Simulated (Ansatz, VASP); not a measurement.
**Two plane-wave programs on TlZnAgC6N6**

```
CELL_PARAMETERS angstrom
0.00000 5.19950 5.19950
5.19950 0.00000 5.19950
5.19950 5.19950 0.00000
ATOMIC_POSITIONS crystal
Zn 0.50000 0.50000 0.50000
Tl 0.75000 0.75000 0.75000
Ag 0.00000 0.00000 0.00000
C 0.80556 0.19444 0.19444
C 0.19444 0.19444 0.80556
C 0.80556 0.19444 0.80556
C 0.19444 0.80556 0.80556
C 0.80556 0.80556 0.19444
C 0.19444 0.80556 0.19444
N 0.69305 0.30695 0.30695
N 0.30695 0.30695 0.69305
N 0.69305 0.30695 0.69305
N 0.30695 0.69305 0.69305
N 0.69305 0.69305 0.30695
N 0.30695 0.69305 0.30695
```

Alike in both runs: task single point; functional PBE; k mesh 4 × 4 × 4; occupations gaussian, width 0.1 eV; collinear spin.

|  | VASP | Ansatz |
| --- | --- | --- |
| version | VASP 6.6.1 | Ansatz 0.2.0 |
| potentials or method | VASP PAW PBE potentials, release 64 (Zn, Tl_d, Ag, C, N), cutoff 520 eV | scalar-relativistic, plane waves, PAW |
| valence electrons in the cell | 90 | 98 |

|  | VASP | Ansatz | Ansatz less VASP |
| --- | --- | --- | --- |
| gap on the k mesh at the Fermi level (eV) | 0.30 | 0.32 | +0.012 |
| least direct gap on the mesh (eV) | 0.30 | 0.32 | +0.012 |
| pressure (GPa) | 10.0 | 9.6 | -0.38 |
| rms of the force components (eV/Å) | 1.082 | 1.279 | +0.1966 |
| net moment per atom (μB) | 0.13 | 0.13 | 0.000 |
| size of the moment on the site where the two differ most (μB) | 0.15 | 0.07 | -0.081 |

Site moments also hang on the region over which each program counts them. Atom by atom the forces differ by 0.201 eV/Å (rms over components). VASP's potentials hold 90 valence electrons a cell and Ansatz's 98, so a difference there can come from the potentials and not from the codes.

Spin-orbit coupling is off throughout. Noted on VASP's run: the standard files for N, O and F lose accuracy on very short bonds.
